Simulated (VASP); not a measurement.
A run of VASP 6.6.1 is set up as follows.

Contents of INCAR:

```
SYSTEM = Ru
ALGO     = Fast           ! electronic algorithm
EDIFF    = 1E-7           ! SCF threshold, eV
ENCUT    = 520            ! plane-wave cutoff, eV
GGA      = PS             ! functional
ISIF     = 2              ! what is computed and relaxed
ISMEAR   = 0              ! smearing method
LASPH    = .True.         ! aspherical terms in the spheres
LCHARG   = .True.         ! write CHGCAR
LELF     = .True.         ! ELF
LREAL    = .False.        ! projectors in reciprocal space
LVHAR    = .True.       
LWAVE    = .False.        ! write WAVECAR
NBANDS   = 21             ! bands
NELM     = 100            ! most SCF steps
PREC     = Accurate       ! precision mode
SIGMA    = 0.15           ! smearing width, eV
```

File KPOINTS:

```
k-points
0
Gamma
  24 24 14
  0 0 0
```

Contents of POSCAR:

```
Ru
1.0
    2.6895239996      0.0000000000      0.0000000000
   -1.3447619998      2.3291961077      0.0000000000
    0.0000000000      0.0000000000      4.3582189746
Ru
2
Direct
    0.3333333333      0.6666666667      0.2500000000
    0.6666666667      0.3333333333      0.7500000000
```

Potentials or basis: VASP PAW PBE potentials, release 64 (Ru_pv).

Launch:

```sh
$ cat potpaw_PBE.64/Ru_pv/POTCAR > POTCAR
$ mpirun -np 1 vasp_std > vasp.out
```

Task: What does it give for the band gap on the k mesh?

Result: Zero (band 14 reaches 14.33 eV, above the bottom of band 15 at 11.06 eV).

Task: What does it give for the pressure?

Result: -8.2 GPa.

Stress tensor (GPa, compression positive):
```
 -4.07   0.00   0.00
  0.00  -4.07   0.00
  0.00   0.00 -16.36
```

Caveat: the cell differs from its parent crystal (strain +0.000 along x and y, +0.025 along z); the PAW data sets were made with another functional, which shifts forces and pressure a little.
